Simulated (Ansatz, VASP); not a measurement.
# One calculation of GaN, two programs

Contents of POSCAR:

```
GaN
1.0
    0.0000000000      2.1352350000      2.1352350000
    2.1352350000      0.0000000000      2.1352350000
    2.1352350000      2.1352350000      0.0000000000
Ga N
1 1
Direct
    0.0000000000      0.0000000000      0.0000000000
    0.5000000000      0.5000000000      0.5000000000
```

Contents of INCAR.step1:

```
PREC     = Accurate       # precision mode
ENCUT    = 520            # plane-wave cutoff, eV
EDIFF    = 1E-5           # SCF threshold, eV
ISMEAR   = -1             # smearing method
SIGMA    = 0.05           # smearing width, eV
LREAL    = False          # projectors in reciprocal space
LASPH    = True           # aspherical terms in the spheres
NELM     = 60             # most SCF steps
ALGO     = Normal         # electronic algorithm
ISIF     = 2              # what is computed and relaxed
LWAVE    = True           # write WAVECAR
GGA      = PE             # functional
NBANDS   = 16             # bands
```

The input INCAR.step2:

```
PREC     = Accurate       # precision mode
ENCUT    = 520            # plane-wave cutoff, eV
EDIFF    = 1E-6           # SCF threshold, eV
ISMEAR   = -1             # smearing method
SIGMA    = 0.05           # smearing width, eV
LREAL    = False          # projectors in reciprocal space
LASPH    = True           # aspherical terms in the spheres
NELM     = 60             # most SCF steps
ALGO     = Normal         # electronic algorithm
ISIF     = 2              # what is computed and relaxed
LWAVE    = False          # write WAVECAR
LCHARG   = True           # write CHGCAR
GGA      = PE             # functional
LHFCALC  = True           # exact exchange
AEXX     = 0.25           # exact-exchange fraction
HFSCREEN = 0.1            # screening, 1/A
PRECFOCK = Normal       
LELF     = True           # ELF
LVHAR    = True         
ISTART   = 1            
NBANDS   = 16             # bands
```

KPOINTS

```
Automatic mesh
0
Gamma
  6 6 6
```

Contents of input.yaml:

```yaml
crystal:
  lattice:
    - [0.0, 2.135235, 2.135235]
    - [2.135235, 0.0, 2.135235]
    - [2.135235, 2.135235, 0.0]
  atoms:
    - { symbol: Ga, position: [0.0, 0.0, 0.0] }
    - { symbol: "N", position: [0.5, 0.5, 0.5] }
hamiltonian:
  xc: { exchange: pbe, correlation: pbe, exx: { coeff: 0.25, omega: 0.1 } }
  pseudopotentials: { kind: paw }
kpoints:
  mp_grid: { grid: [6, 6, 6] }
scf:
  occupations: { method: fermi_dirac, width: 0.05 }
output:
  forces: true
  stress: true
  eigenvalues: true
  write_density: true
  write_potential: true
  elf: true
  volumetric_format: npy
```

Alike in both runs: task single point; functional PBE-based screened hybrid with a share of 0.25 of exact exchange and HFSCREEN = 0.1; k mesh 6 × 6 × 6; occupations fermi-dirac, width 0.05 eV; no spin polarisation.

|  | VASP | Ansatz |
| --- | --- | --- |
| version | VASP 6.6.1 | Ansatz 0.2.0 |
| potentials or method | VASP PAW PBE potentials, release 64 (Ga_d, N) | Ansatz PAW |
| plane-wave cutoff (eV) | 520 | 420 |
| valence electrons in the cell | 18 | 18 |

|  | VASP | Ansatz | Ansatz less VASP |
| --- | --- | --- | --- |
| gap on the k mesh at the Fermi level (eV) | 1.95 | 1.95 | -0.003 |
| least direct gap on the mesh (eV) | 3.96 | 3.94 | -0.020 |
| pressure (GPa) | -9.5 | -10.4 | -0.94 |

VASP's potentials were made for PBE, not for PBE-based screened hybrid.

The k mesh is coarse, so the values compare programs but aren't converged.
